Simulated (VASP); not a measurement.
Crystal: NaF.

```
Na F
1.0
     0.00000    2.35028    2.35028
     2.35028    0.00000    2.35028
     2.35028    2.35028    0.00000
Na F
1 1
Direct
  0.00000 0.00000 0.00000
  0.50000 0.50000 0.50000
```

The cell was generated, and may not be a known phase.

Base run:

| Property | Result |
| --- | --- |
| Program | VASP 6.6.1 |
| Functional | PBE |
| Potentials or basis | VASP PAW PBE potentials, release 64 (Na_pv, F) |
| Cutoff | 520 eV |
| k mesh | 8 × 8 × 8 |
| Occupations | gaussian, width 0.02 eV |
| Spin | no spin polarisation |

Its results: band gap on the k mesh 6.07 eV; pressure -0.1 GPa.

Problem. The run is repeated on the same cell with these changes: functional from PBE to r2SCAN; cutoff from 520 eV to 660 eV. What comes out?

Solution. Band gap on the k mesh 6.94 eV; pressure -3.9 GPa.

Caveats: the cell stands under tension (at least some runs); the PAW data sets were made with another functional, which shifts forces and pressure a little (at least some runs).

